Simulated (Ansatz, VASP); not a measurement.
One calculation of Ge, two programs

File POSCAR:

```
Ge
1.0
    2.8992578157      0.0000000000      0.0000000000
   -1.4496289078      2.5108309205      0.0000000000
    0.0000000000      0.0000000000      9.1125055667
Ge
4
Direct
    1.0000000000      0.0000000000      1.0000000000
    1.0000000000      0.0000000000      0.5000000000
    0.3333333333      0.6666666667      0.2500000000
    0.6666666667      0.3333333333      0.7500000000
```

INCAR.step1

```
PREC     = Accurate       # precision mode
ENCUT    = 520            # plane-wave cutoff, eV
ISMEAR   = -1             # smearing method
SIGMA    = 0.1            # smearing width, eV
LREAL    = F              # projectors in reciprocal space
LASPH    = T              # aspherical terms in the spheres
NELM     = 60             # most SCF steps
NBANDS   = 36             # bands
GGA      = PE             # functional
ALGO     = Normal         # electronic algorithm
EDIFF    = 1E-4           # SCF threshold, eV
LWAVE    = T              # write WAVECAR
LCHARG   = F              # write CHGCAR
```

File INCAR.step2:

```
PREC     = Accurate       # precision mode
ENCUT    = 520            # plane-wave cutoff, eV
EDIFF    = 1E-6           # SCF threshold, eV
ISMEAR   = -1             # smearing method
SIGMA    = 0.1            # smearing width, eV
LREAL    = F              # projectors in reciprocal space
LASPH    = T              # aspherical terms in the spheres
NELM     = 60             # most SCF steps
ALGO     = Normal         # electronic algorithm
ISIF     = 2              # what is computed and relaxed
LWAVE    = F              # write WAVECAR
LCHARG   = T              # write CHGCAR
METAGGA  = R2SCAN         # meta-GGA
LMIXTAU  = T            
LELF     = T              # ELF
LVHAR    = T            
NBANDS   = 36             # bands
ISTART   = 1
```

KPOINTS

```
regular mesh
0
Gamma
  13 13 4
```

Input for Ansatz:

```yaml
crystal:
  lattice:
    - [2.8992578157, 0.0, 0.0]
    - [-1.4496289078, 2.5108309205, 0.0]
    - [0.0, 0.0, 9.1125055667]
  atoms:
    - { symbol: Ge, position: [1.0, 0.0, 1.0] }
    - { symbol: Ge, position: [1.0, 0.0, 0.5] }
    - { symbol: Ge, position: [0.3333333333, 0.6666666667, 0.25] }
    - { symbol: Ge, position: [0.6666666667, 0.3333333333, 0.75] }
hamiltonian:
  xc: r2scan
  pseudopotentials:
    kind: paw
    azcp:
      Ge: "pseudopotentials/Ge.paw.azcp"
basis:
  ecutwfc: 500
  fft_grid_basis: typed
kpoints:
  mp_grid: { grid: [13, 13, 4], shift: [0, 0, 0] }
magnetization:
  spin_polarized: false
scf:
  occupations: { method: fermi_dirac, width: 0.1 }
  lower_state_search: "off"
output:
  stress: true
```

Alike in both runs: task single point; functional r2SCAN; k mesh 13 × 13 × 4; occupations fermi-dirac, width 0.1 eV; no spin polarisation.

```csv
,VASP,Ansatz
version,VASP 6.6.1,Ansatz 0.2.0
potentials or method,"VASP PAW PBE potentials, release 64 (Ge_d), cutoff 520 eV","plane waves (500 eV) with PAW, scalar-relativistic"
valence electrons in the cell,56,56
```

|  | VASP | Ansatz | Ansatz less VASP |
| --- | --- | --- | --- |
| pressure (GPa) | 11.6 | 11.8 | +0.19 |
| traceless stress, the component that is largest in VASP (GPa) | 1.58 | 1.57 | -0.002 |

VASP's potentials were made for PBE, not for r2SCAN.
